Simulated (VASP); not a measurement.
Write the native input for VASP 6.6.1 that does the following.

* Task: single point
* Functional: PBE
* Potentials or basis: VASP PAW PBE potentials, release 64 (Ru_pv, Au)
* Cutoff: 520 eV
* k mesh: 8 × 8 × 8
* Occupations: fermi-dirac, width 0.05 eV
* Spin: no spin polarisation
* Dipole correction: no
* Further INCAR settings: ALGO = Fast; EDIFF = 1e-06; NBANDS = 20

The structure of RuAu lies in POSCAR:

```
RuAu
1.0
    3.1002039127      0.0000000000      0.0000000000
    0.0000000000      3.1002039127      0.0000000000
    0.0000000000      0.0000000000      3.1002039127
Ru Au
1 1
Direct
    0.0000000000      0.0000000000      0.0000000000
    0.5000000000      0.5000000000      0.5000000000
```

This cell differs from its parent crystal: volume scaled by 0.94.

The input as run:

INCAR

```
  PREC = Accurate
  ENCUT = 520
  EDIFF = 1E-6
  ISMEAR = -1
  SIGMA = 0.05
  LREAL = F
  LASPH = T
  NELM = 80
  ALGO = Fast
  ISIF = 2
  LWAVE = F
  LCHARG = F
  GGA = PE
  NBANDS = 20
```

KPOINTS

```
regular mesh
0
Gamma
  8 8 8
```

Potentials or basis: VASP PAW PBE potentials, release 64 (Ru_pv, Au).

Launch:

```console
$ cat potpaw_PBE.64/Ru_pv/POTCAR potpaw_PBE.64/Au/POTCAR > POTCAR
$ mpirun -np 1 vasp_std > vasp.out
```

It gave:

The pressure is 15.3 GPa.

Run time: 7.1 s on 1 thread of Intel(R) Xeon(R) 6975P-C (Granite Rapids), with other jobs on the host, peak memory 0.14 GiB.
